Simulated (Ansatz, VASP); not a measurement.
AgCl in VASP and in Ansatz

```
Ag Cl
1.0
     3.50132    0.00000    0.00000
     0.00000    3.50132    0.00000
     0.00000    0.00000    3.50132
Ag Cl
1 1
Cartesian
  0.0000 0.0000 0.0000
  1.7507 1.7507 1.7507
```

Change from the starting cell: volume scaled by 1.06, PAW files.

Alike in both runs: task electric field gradients; functional PBE; k mesh 9 × 9 × 9; occupations fermi-dirac, width 0.01 eV; no spin polarisation.

|  | VASP | Ansatz |
| --- | --- | --- |
| version | VASP 6.6.1 | Ansatz 0.2.0 |
| potentials or method | VASP PAW PBE potentials, release 64 (Ag, Cl) | PAW with Ansatz's default frozen-core files, scalar-relativistic |
| plane-wave cutoff (eV) | 520 | 420 |
| valence electrons in the cell | 18 | 26 |

Ansatz gave:

- gap on the k mesh at the Fermi level (eV): 0.60
- pressure (GPa): -2.4

**Question.** What did VASP give for the same quantities?

**Answer.** gap on the k mesh at the Fermi level (eV): 0.60; pressure (GPa): -2.6.

The functional is the same, so the differences come from potentials, cutoffs and numerics. VASP's potentials hold 18 valence electrons a cell and Ansatz's 26, so a difference there can come from the potentials and not from the codes.
